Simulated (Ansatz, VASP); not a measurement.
**Two plane-wave programs on Pd**

```
Pd
1.0
     2.63721    0.00000    0.00000
     0.00000    2.63721    0.00000
     0.00000    0.00000    2.63721
Pd
1
Cartesian
  0.0000 0.0000 0.0000
```

Alike in both runs: task single point; functional LDA; k mesh 14 × 14 × 14; occupations fermi-dirac, width 0.1 eV; no spin polarisation.

|  | VASP | Ansatz |
| --- | --- | --- |
| version | VASP 6.6.1 | Ansatz 0.2.0 |
| potentials or method | VASP PAW LDA potentials, release 64 (Pd), cutoff 520 eV | plane waves (420 eV) with PAW, scalar-relativistic |
| valence electrons in the cell | 10 | 18 |

Ansatz gave:

```
pressure (GPa) : -13.8
```

Question: Which values does VASP return?

Answer: Pressure (GPa): -13.7.

Ansatz warns that its potentials were made for another functional, while VASP's fit it. LDA's correlation is that of Perdew and Zunger in VASP and of Perdew and Wang (1992) in Ansatz. VASP's potentials hold 10 valence electrons a cell and Ansatz's 18, so a difference there can come from the potentials and not from the codes.
